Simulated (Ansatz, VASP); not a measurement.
KI: VASP beside Ansatz

The input INCAR:

```
SYSTEM = KI
ALGO = Normal ; EDIFF = 1E-8
ENCUT = 520 ; GGA = PE
ISIF = 2 ; ISMEAR = -1
LASPH = .TRUE. ; LCHARG = .FALSE.
LEFG = .TRUE. ; LREAL = .FALSE.
LWAVE = .FALSE. ; NBANDS = 15
NELM = 80 ; PREC = Accurate
SIGMA = 0.02
```

File KPOINTS:

```
k-points
0
G
  6 6 6
  0 0 0
```

POSCAR

```
KI
1.0
    0.0000000000      3.4728423075      3.6302865000
    3.4728423075      0.0000000000      3.6302865000
    3.4728423075      3.4728423075      0.0000000000
K I
1 1
Direct
    0.0000000000      0.0000000000      0.0000000000
    0.5000000000      0.5000000000      0.5000000000
```

Input for Ansatz:

```yaml
crystal:
  lattice:
    - [0.0, 3.4728423075, 3.6302865]
    - [3.4728423075, 0.0, 3.6302865]
    - [3.4728423075, 3.4728423075, 0.0]
  atoms:
    - { symbol: K, position: [0.0, 0.0, 0.0] }
    - { symbol: I, position: [0.5, 0.5, 0.5] }
kpoints:
  mp_grid: { grid: [6, 6, 6] }
scf:
  occupations: { method: fermi_dirac, width: 0.02 }
hamiltonian:
  xc: pbe
  pseudopotentials: { kind: all_electron, datasets: crystal }
output:
  forces: true
  stress: true
  eigenvalues: true
  efg: { contact_densities: true }
```

Change from the starting cell: z stretched by +3 % at fixed volume, crystal datasets.

Alike in both runs: task electric field gradients; functional PBE; k mesh 6 × 6 × 6; occupations fermi-dirac, width 0.02 eV; no spin polarisation.

```csv
,VASP,Ansatz
version,VASP 6.6.1,Ansatz 0.2.0
potentials or method,"VASP PAW PBE potentials, release 64 (K_sv, I), cutoff 520 eV","all-electron PAW with datasets made for the crystal, scalar-relativistic"
```

VASP gave:

```
gap on the k mesh at the Fermi level (eV)                     : 3.97
pressure (GPa)                                                : 0.8
traceless stress, the component that is largest in VASP (GPa) : -0.76
size of Vzz on the site where it differs most (V/Å²)          : 9.5
```

Q: What did Ansatz give for the same quantities?

A: gap on the k mesh at the Fermi level (eV): 3.98; pressure (GPa): 0.8; traceless stress, the component that is largest in VASP (GPa): -0.75; size of Vzz on the site where it differs most (V/Å²): 9.0.

Ansatz ran all-electron here, and VASP with PAW potentials.

Spin-orbit coupling is off throughout.
